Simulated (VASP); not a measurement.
Runs of VASP 6.6.1 on LaTe4. The structure is that of space group Im-3m (No. 229), or close to it. The cells are those of the table. 

```csv
task,cell,k mesh,cutoff (eV),gap on the mesh (eV),pressure (GPa),relaxed volume (Å³/atom)
relaxation of cell and atoms,"relaxed from a = 6.168 Å, angles 109.5°, 5 atoms",4 × 4 × 4,600,none,0.0,38.92
single point,"a = 6.333 Å, angles 109.5°, 5 atoms",4 × 4 × 4,520,none,-0.2,-
single point,"a = 6.168 Å, angles 109.5°, 5 atoms",4 × 4 × 4,520,none,3.2,-
single point,"a = 6.327 Å, angles 109.5°, 5 atoms",8 × 8 × 8,520,none,0.0,-
relaxation of cell and atoms,"relaxed from a = 6.333 Å, angles 109.5°, 5 atoms",8 × 8 × 8,600,none,0.0,(a)
```

Alike in all rows: level PBE; potentials or basis VASP PAW PBE potentials, release 64 (La, Te); no spin polarisation; smearing gaussian 0.1 eV.

Q: Estimate the missing entries.

A: (a) 38.91.

Caveats: spin-orbit coupling is left out, which moves the levels of the heavy elements.

A k mesh can miss the band edges, and the runs leave out spin-orbit coupling on La, Te.

A gap of «none» marks levels without a gap at the run's occupations.
